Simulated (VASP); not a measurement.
Set up this calculation in VASP 6.6.1, as the native input.

* Task: single point
* Functional: r2SCAN
* Potentials or basis: VASP PAW PBE potentials, release 64 (Hg, Te)
* Cutoff: 520 eV
* k mesh: 12 × 12 × 12
* Occupations: gaussian, width 0.1 eV
* Spin: no spin polarisation
* Dipole correction: no
* Further INCAR settings: ALGO = Normal; EDIFF = 1e-06; NBANDS = 16

Crystal: HgTe.

```
Hg Te
1.0
     0.00000    3.21843    3.21843
     3.21843    0.00000    3.21843
     3.21843    3.21843    0.00000
Hg Te
1 1
Direct
  0.00000 0.00000 0.00000
  0.25000 0.25000 0.25000
```

This cell differs from its parent crystal: volume scaled by 0.94.

These files were run (other wordings do the same):

POSCAR

```
HgTe
1.0
    0.0000000000      3.2184317540      3.2184317540
    3.2184317540      0.0000000000      3.2184317540
    3.2184317540      3.2184317540      0.0000000000
Hg Te
1 1
Direct
    0.0000000000      0.0000000000      0.0000000000
    0.2500000000      0.2500000000      0.2500000000
```

INCAR.step1

```
  PREC = Accurate
  ENCUT = 520
  ISMEAR = 0
  SIGMA = 0.1
  LREAL = F
  LASPH = T
  NELM = 60
  NBANDS = 16
  GGA = PE
  ALGO = Normal
  EDIFF = 1E-4
  LWAVE = T
  LCHARG = F
```

INCAR.step2

```
  PREC = Accurate
  ENCUT = 520
  EDIFF = 1E-6
  ISMEAR = 0
  SIGMA = 0.1
  LREAL = F
  LASPH = T
  NELM = 60
  ALGO = Normal
  ISIF = 2
  LWAVE = F
  LCHARG = F
  METAGGA = R2SCAN
  LMIXTAU = T
  NBANDS = 16
  ISTART = 1
```

KPOINTS

```
regular mesh
0
Gamma
  12 12 12
```

Potentials or basis: VASP PAW PBE potentials, release 64 (Hg, Te).

The run is started by

```console
$ cat potpaw_PBE.64/Hg/POTCAR potpaw_PBE.64/Te/POTCAR > POTCAR
$ cp INCAR.step1 INCAR
$ mpirun -np 1 vasp_std > vasp.out
$ cp INCAR.step2 INCAR
$ mpirun -np 1 vasp_std > vasp.out
```

It gave:

| Property | Result |
| --- | --- |
| Pressure | 3.0 GPa |
| Band gap on the k mesh | zero (filled and empty bands touch) |

Caveat: the PAW data sets were made with another functional, which shifts forces and pressure a little; spin-orbit coupling is left out, which moves the levels of the heavy elements.

Wall time 3.5 min on 1 thread of AMD EPYC 9R45 96-Core Processor (Zen 5), on a shared host, peak memory 0.23 GiB.
